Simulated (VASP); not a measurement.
Here is a VASP 6.6.1 calculation.

Contents of INCAR:

```
PREC     = Accurate       # precision mode
ENCUT    = 600            # plane-wave cutoff, eV
EDIFF    = 1E-6           # SCF threshold, eV
ISMEAR   = -1             # smearing method
SIGMA    = 0.1            # smearing width, eV
LREAL    = False          # projectors in reciprocal space
LASPH    = True           # aspherical terms in the spheres
NELM     = 100            # most SCF steps
ALGO     = Normal         # electronic algorithm
ISIF     = 3              # what is computed and relaxed
LWAVE    = False          # write WAVECAR
LCHARG   = False          # write CHGCAR
IBRION   = 2              # ionic algorithm
NSW      = 100            # ionic steps
EDIFFG   = -0.01          # ionic threshold
PSTRESS  = 50.0
```

Contents of KPOINTS:

```
regular mesh
0
Gamma
  8 8 8
```

File POSCAR:

```
CaAu5
1.0
    0.0000000000      3.8938070000      3.8938070000
    3.8938070000      0.0000000000      3.8938070000
    3.8938070000      3.8938070000      0.0000000000
Au Ca
5 1
Direct
    0.2500000000      0.2500000000      0.2500000000
    0.6250000000      0.6250000000      0.6250000000
    0.1250000000      0.6250000000      0.6250000000
    0.6250000000      0.6250000000      0.1250000000
    0.6250000000      0.1250000000      0.6250000000
    0.0000000000      0.0000000000      0.0000000000
```

Potentials or basis: VASP PAW LDA potentials, release 64 (Au, Ca_sv).

Run with:

```bash
$ cat potpaw_LDA.64/Au/POTCAR potpaw_LDA.64/Ca_sv/POTCAR > POTCAR
$ mpirun -np 1 vasp_std > vasp.out
```

Problem. Estimate the space group after relaxing (to 0.1 Å).

Solution. F-43m (No. 216).

Problem. Estimate the relaxed volume.

Solution. 18.05 Å³/atom.

Problem. Predict the band gap on the k mesh.

Solution. Zero (an odd number of electrons rules out a gap without spin polarisation).

Final structure:
```
CELL_PARAMETERS angstrom
0.00000 3.78325 3.78325
3.78325 0.00000 3.78325
3.78325 3.78325 0.00000
ATOMIC_POSITIONS crystal
Au 0.25000 0.25000 0.25000
Au 0.62471 0.62471 0.62471
Au 0.12586 0.62471 0.62471
Au 0.62471 0.62471 0.12586
Au 0.62471 0.12586 0.62471
Ca 0.00000 0.00000 0.00000
```

Caveat: the cell is relaxed towards a set pressure, so the run minimises the enthalpy, not the energy; spin-orbit coupling is left out, which moves the levels of the heavy elements. Zero-point motion and thermal expansion aren't in these numbers.
